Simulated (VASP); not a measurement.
## Cd3SeS2: single point with PBE

Crystal: Cd3SeS2.

```
Cd Se S
1.0
     4.29012    0.00000    0.00000
    -2.14506    3.71535    0.00000
     0.00000    0.00000   20.69663
Cd Se S
6 2 4
Direct
  0.66667 0.33333 0.49478
  0.66667 0.33333 0.17110
  0.33333 0.66667 0.33294
  0.33333 0.66667 0.99478
  0.66667 0.33333 0.83294
  0.33333 0.66667 0.67110
  0.66667 0.33333 0.62443
  0.33333 0.66667 0.12443
  0.66667 0.33333 0.29486
  0.33333 0.66667 0.45688
  0.66667 0.33333 0.95688
  0.33333 0.66667 0.79486
```

```yaml
Program: VASP 6.6.1
Task: single point
Functional: PBE
Potentials_or_basis: VASP PAW PBE potentials, release 64 (Cd, Se, S)
Cutoff: 520 eV
k_mesh: 3 × 3 × 1
Occupations: gaussian, width 0.15 eV
Spin: no spin polarisation
Dipole_correction: no
Further_INCAR_settings: ALGO = Normal; EDIFF = 1e-06; NBANDS = 66
```

| Quantity | Value |
| --- | --- |
| Pressure | 0.1 GPa |
| Largest force | 0.030 eV/Å |
| Band gap on the k mesh | 0.71 eV, direct |

Forces in eV/Å, atoms in the order of the input:
```
Cd   0.000  0.000  0.023
Cd   0.000  0.000 -0.003
Cd   0.000  0.000 -0.012
Cd   0.000  0.000  0.023
Cd   0.000  0.000 -0.012
Cd   0.000  0.000 -0.003
Se   0.000  0.000 -0.030
Se   0.000  0.000 -0.030
S    0.000  0.000  0.012
S    0.000  0.000  0.010
S    0.000  0.000  0.010
S    0.000  0.000  0.012
```

Levels at points of the mesh, in eV from the valence-band top:
```tsv
k point	band 51	band 52	band 53	band 54	band 55	band 56	band 57	band 58
(0.00, 0.00, 0.00)	-0.05	-0.05	0.00	0.00	0.71	1.92	1.97	2.26
```

Wall time 83 s on 1 thread of Intel(R) Xeon(R) Platinum 8259CL CPU @ 2.50GHz (Skylake/Cascade Lake), with other jobs on the host, peak memory 0.42 GiB.

Caveat: the k points lie up to 0.56 Å⁻¹ apart. Expect the measured gap to be larger: semilocal functionals such as PBE lack the derivative discontinuity.
